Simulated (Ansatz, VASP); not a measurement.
Sn: VASP beside Ansatz

```
Sn
1.0
    -2.90040    2.90040    1.57769
     2.90040   -2.90040    1.57769
     2.90040    2.90040   -1.57769
Sn
2
Direct
  0.75000 0.25000 0.50000
  0.00000 0.00000 0.00000
```

Change from the starting cell: volume scaled by 0.96, PAW files.

Alike in both runs: task electric field gradients; functional r2SCAN; k mesh 12 × 12 × 12; occupations fermi-dirac, width 0.05 eV; no spin polarisation.

```csv
,VASP,Ansatz
version,VASP 6.6.1,Ansatz 0.2.0
potentials or method,"VASP PAW PBE potentials, release 64 (Sn_d)","PAW with Ansatz's default frozen-core files, scalar-relativistic"
plane-wave cutoff (eV),520,500
valence electrons in the cell,28,28
```

VASP gave:

* pressure (GPa): 2.2
* traceless stress, the component that is largest in VASP (GPa): -0.14
* size of Vzz on the site where it differs most (V/Å²): 42.3

What did Ansatz give for the same quantities?

Pressure (GPa): 2.3; traceless stress, the component that is largest in VASP (GPa): -0.15; size of Vzz on the site where it differs most (V/Å²): 42.3.

VASP's potentials were made for PBE, not for r2SCAN.
